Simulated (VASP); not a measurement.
# Zn2CdS3 (I-4m2) in VASP: single point with PBE

Aim: the single point of Zn2CdS3 with PBE.

All numbers are computed with VASP 6.6.1; they aren't measurements. Logs are shortened: lines on timing, memory, paths and dates and some standing lists are left out, and cuts for length are marked.

**1. The cell of the first run**

The structure is tetragonal, space group I-4m2 (No. 119). The conventional cell has a = 4.023 Å, b = 4.023 Å, c = 17.277 Å, α = 90.00°, β = 90.00°, γ = 90.00°. Zn (site symmetry 2mm) has 4 S at 2.42 Å within 3.2 Å. Cd (site symmetry -4m2) has 4 S at 2.59 Å within 3.4 Å. S (site symmetry 2mm) has 2 Zn at 2.42 Å and 2 Cd at 2.59 Å within 3.2 Å. S (site symmetry -4m2) has 4 Zn at 2.42 Å within 3.2 Å.

**2. Single point, PBE (23.30 Å³/atom)**

The input, INCAR:

```
  ALGO = Normal
  EDIFF = 1E-6
  ENCUT = 500
  GGA = PE
  GGA_COMPAT = F
  ISIF = 2
  ISMEAR = 0
  LASPH = T
  LCHARG = T
  LELF = T
  LREAL = F
  LVHAR = T
  LWAVE = F
  NBANDS = 36
  NELM = 120
  PREC = Accurate
  SIGMA = 0.02
```

The input, KPOINTS:

```
k-points
0
Gamma
  10 10 10
```

The input, POSCAR:

```
Zn2CdS3
1.0
   -2.0115511367      2.0115511367      8.6382505292
    2.0115511367     -2.0115511367      8.6382505292
    2.0115511367      2.0115511367     -8.6382505292
Zn Cd S
2 1 3
Direct
    0.6719039041      0.6719039041      0.0000000000
    0.3280960959      0.3280960959      0.0000000000
    0.0000000000      0.0000000000      0.0000000000
    0.5943457696      0.0943457696      0.5000000000
    0.2500000000      0.7500000000      0.5000000000
    0.9056542304      0.4056542304      0.5000000000
```

Potentials or basis: VASP PAW PBE potentials, release 64 (Zn, Cd, S).

Launch:

```bash
> cat potpaw_PBE.64/Zn/POTCAR potpaw_PBE.64/Cd/POTCAR potpaw_PBE.64/S/POTCAR > POTCAR
> mpirun -np 1 vasp_std > vasp.out
```

OUTCAR:

```text
EDIFF = 1E-6
   ENCUT = 500
   GGA = PE
   ISIF = 2
   ISMEAR = 0
   LASPH = T
   LREAL = F
   NELM = 120
   PREC = Accurate

 ion  position               nearest neighbor table
   1  0.672  0.672  0.000-   4 2.42   4 2.42   5 2.42   5 2.42
   2  0.328  0.328  0.000-   6 2.42   6 2.42   5 2.42   5 2.42
   3  0.000  0.000  0.000-   4 2.59   6 2.59   4 2.59   6 2.59
   4  0.594  0.094  0.500-   1 2.42   1 2.42   3 2.59   3 2.59
   5  0.250  0.750  0.500-   1 2.42   2 2.42   2 2.42   1 2.42
   6  0.906  0.406  0.500-   2 2.42   2 2.42   3 2.59   3 2.59

  LATTYP: Found a body centered tetragonal cell.
 ALAT       =     4.0231022734
 C/A-ratio  =     4.2943231080

  Lattice vectors:

 A1 = (  -2.0115511367,   2.0115511367,   8.6382505292)
 A2 = (   2.0115511367,  -2.0115511367,   8.6382505292)
 A3 = (   2.0115511367,   2.0115511367,  -8.6382505292)

Analysis of symmetry for initial positions (statically):
=====================================================================
 Subroutine PRICEL returns:
 Original cell was already a primitive cell.

 Routine SETGRP: Setting up the symmetry group for a
 body centered tetragonal supercell.

 Subroutine GETGRP returns: Found  8 space group operations
 (whereof  8 operations were pure point group operations)
 out of a pool of 16 trial point group operations.

The static configuration has the point symmetry D_2d.

Analysis of symmetry for dynamics (positions and initial velocities):
=====================================================================
 Subroutine PRICEL returns:
 Original cell was already a primitive cell.

 Routine SETGRP: Setting up the symmetry group for a
 body centered tetragonal supercell.

 Subroutine GETGRP returns: Found  8 space group operations
 (whereof  8 operations were pure point group operations)
 out of a pool of 16 trial point group operations.

The dynamic configuration has the point symmetry D_2d.

 Subroutine INISYM returns: Found  8 space group operations
 (whereof  8 operations are pure point group operations),
 and found     1 'primitive' translations

----------------------------------------------------------------------------------------

                                     Primitive cell

  volume of cell :     139.8131
[... 96 lines left out ...]
   NELM   =    120;   NELMIN=  2; NELMDL= -5     # of ELM steps
   EDIFF  = 0.1E-05   stopping-criterion for ELM
   LREAL  =      F    real-space projection
   EDIFFG = 0.1E-04   stopping-criterion for IOM
   NSW    =      0    number of steps for IOM
   IBRION =     -1    ionic relax: 0-MD 1-quasi-New 2-CG
   NFREE  =      0    steps in history (QN), initial steepest desc. (CG)
   ISIF   =      2    stress and relaxation
   ISYM   =      2    0-nonsym 1-usesym 2-fastsym
   POTIM  = 0.5000    time-step for ionic-motion
   TEBEG  =    0.0;   TEEND  =   0.0 temperature during run
   PSTRESS=    0.0 pullay stress
   NELECT =      54.0000    total number of electrons
   NUPDOWN=      -1.0000    fix difference up-down
   EMIN   =  10.00;   EMAX   =-10.00  energy-range for DOS
   EFERMI =   0.00;   METHOD = LEGACY
   ISMEAR =     0;   SIGMA  =   0.02  broadening in eV -4-tet -1-fermi 0-gaus
   EFERMI_NEDOS =   21; number of points for ismear=-14 and -15
   IALGO  =     38    algorithm
   IMIX   =      4    mixing-type and parameters
     AMIX     =   0.40;   BMIX     =  1.00
     AMIX_MAG =   1.60;   BMIX_MAG =  1.00
  volume/ion in A,a.u.               =      23.30       157.25
  Fermi-wavevector in a.u.,A,eV,Ry     =   1.192221  2.252971 19.339198  1.421391
  Thomas-Fermi vector in A             =   2.328264
   LORBIT       =      0    0 simple, 1 ext, 2 COOP (PROOUT), +10 PAW based schemes
   GGA     = PE    functional components
   LHFCALC =     F    Hartree Fock is set to
   AEXX    =    0.0000 exact exchange contribution
   IVDW    =     0    specifies the selected vdW correction
   LEPSILON=     F    determine dielectric tensor
   LRPA    =     F    only Hartree local field effects (RPA)
 non-spin polarized calculation
 Gauss-broadening in eV      SIGMA  =   0.02
  energy-cutoff  :      500.00
  volume of cell :      139.81
 maximum number of plane-waves:      3615
 NGX is ok and might be reduce to    70
   NGX = 33   NGY = 33   NGZ = 33

 number of electron      54.0000008 magnetization

 Free energy of the ion-electron system (eV)
  ---------------------------------------------------
  ext. energy  EPLUGINS =         0.00000000
  ---------------------------------------------------
  free energy    TOTEN  =       -19.68980599 eV

  energy without entropy =      -19.68980599  energy(sigma->0) =      -19.68980599

 E-fermi :   1.1970     XC(G=0):  -9.0671

 val. band max:        1.1115283451   @ k =   0.0000   0.0000   0.0000
 cond. band min:       2.4612021905   @ k =   0.0000   0.0000   0.0000
 fundamental gap:      1.3496738455
 Fermi energy:         1.1970451152

 k-point     1 :       0.0000    0.0000    0.0000
  band No.  band energies     occupation
      1     -11.2636      2.00000
      2     -10.6988      2.00000
      3     -10.5268      2.00000
      4      -6.3107      2.00000
      5      -6.3107      2.00000
      6      -6.2972      2.00000
[... 925 lines left out ...]
     35       8.6149      0.00000
     36       9.2957      0.00000

 [... further k-points ...]

------------------------ aborting loop because EDIFF is reached ----------------------------------------

  FORCE on cell =-STRESS in cart. coord.  units (eV):
  Direction    XX          YY          ZZ          XY          YZ          ZX
  --------------------------------------------------------------------------------------
  -------------------------------------------------------------------------------------
  Total       -2.7000393     -2.7000393     -2.6992834      0.0000000      0.0000000     -0.0000000
  in kB      -30.9408848    -30.9408848    -30.9322226      0.0000000      0.0000000     -0.0000000
  external PRESSURE =     -30.9379974 kB  Pullay stress =       0.0000000 kB

 VOLUME and BASIS-vectors are now :
 -----------------------------------------------------------------------------
  energy-cutoff  :      500.00
  volume of cell :      139.81
      direct lattice vectors                 reciprocal lattice vectors
    -2.011551137  2.011551137  8.638250529     0.000000000  0.248564399  0.057882091
     2.011551137 -2.011551137  8.638250529     0.248564399  0.000000000  0.057882091
     2.011551137  2.011551137 -8.638250529     0.248564399  0.248564399  0.000000000

 POSITION                                       TOTAL-FORCE (eV/Angst)
 -----------------------------------------------------------------------------------
      0.00000      0.00000     11.60815         0.000000     -0.000000      0.001641
      0.00000      0.00000      5.66835         0.000000     -0.000000     -0.001641
      0.00000      0.00000      0.00000         0.000000     -0.000000     -0.000000
      0.00000      2.01155      1.62996        -0.000000      0.000000      0.018868
      2.01155     -0.00000      4.31913         0.000000     -0.000000     -0.000000
     -0.00000      2.01155      7.00829        -0.000000      0.000000     -0.018868
 -----------------------------------------------------------------------------------
    total drift:                               -0.000000      0.000000      0.000000

  FREE ENERGIE OF THE ION-ELECTRON SYSTEM (eV)
  ---------------------------------------------------
  free  energy   TOTEN  =       -19.6898059943 eV

  energy  without entropy=      -19.6898059943  energy(sigma->0) =      -19.68980599
```

Wall time 30 min (1 thread of Intel Xeon Platinum 8259CL at 2.50GHz (Skylake/Cascade Lake), shared host); peak memory 0.94 GiB.

What came out:

```yaml
Free_energy: -19.6898 eV
Pressure: -3.1 GPa
Largest_force: 0.019 eV/Å
Band_gap_on_the_k_mesh: 1.35 eV
```

Forces in eV/Å, atoms in the order of the input:
```
Zn   0.000  0.000  0.002
Zn   0.000  0.000 -0.002
Cd   0.000  0.000  0.000
S    0.000  0.000  0.019
S    0.000  0.000  0.000
S    0.000  0.000 -0.019
```

Caveat: the cell stands under tension. A k mesh can miss the band edges.
